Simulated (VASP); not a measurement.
# TiAl3: single point with PBE

Crystal: TiAl3.

```
CELL_PARAMETERS angstrom
3.84475 3.84475 0.00000
-3.84475 3.84475 0.00000
0.00000 0.00000 8.62372
ATOMIC_POSITIONS crystal
Ti 0.00000 0.00000 0.00000
Ti 0.00000 0.50000 0.50000
Ti 0.50000 0.00000 0.50000
Ti 0.50000 0.50000 0.00000
Al 0.00000 0.00000 0.50000
Al 0.00000 0.50000 0.00000
Al 0.50000 0.00000 0.00000
Al 0.50000 0.50000 0.50000
Al 0.25000 0.25000 0.25000
Al 0.25000 0.75000 0.75000
Al 0.75000 0.25000 0.75000
Al 0.75000 0.75000 0.25000
Al 0.25000 0.25000 0.75000
Al 0.25000 0.75000 0.25000
Al 0.75000 0.25000 0.25000
Al 0.75000 0.75000 0.75000
```

| Quantity | Value |
| --- | --- |
| Program | VASP 6.6.1 |
| Task | single point |
| Functional | PBE |
| Potentials or basis | VASP PAW PBE potentials, release 64 (Ti_sv, Al) |
| Cutoff | 520 eV |
| k mesh | 3 × 3 × 2 |
| Occupations | methfessel-paxton, width 0.1 eV |
| Spin | no spin polarisation |
| Dipole correction | no |
| Further INCAR settings | LREAL = Auto; ALGO = Normal; EDIFF = 1e-07; NBANDS = 56 |

The pressure is 0.1 GPa and the band gap on the k mesh is zero (bands 42 and 43 overlap by 0.47 eV).

Stress tensor (GPa, compression positive):
```
 0.34  0.00  0.00
 0.00  0.34  0.00
 0.00  0.00 -0.25
```

Levels at points of the mesh, in eV from the Fermi level:
```csv
k point,band 40,band 41,band 42,band 43,band 44,band 45
"(0.00, 0.00, 0.00)",-0.92,-0.92,-0.22,0.69,0.69,0.79
"(0.00, 0.00, 0.50)",-1.09,-0.24,-0.24,0.84,0.84,0.85
```

Wall time 70 s on 1 thread of AMD EPYC 9R45 96-Core Processor (Zen 5), on a shared host, peak memory 0.29 GiB.

Caveat: the k points lie up to 0.39 Å⁻¹ apart.
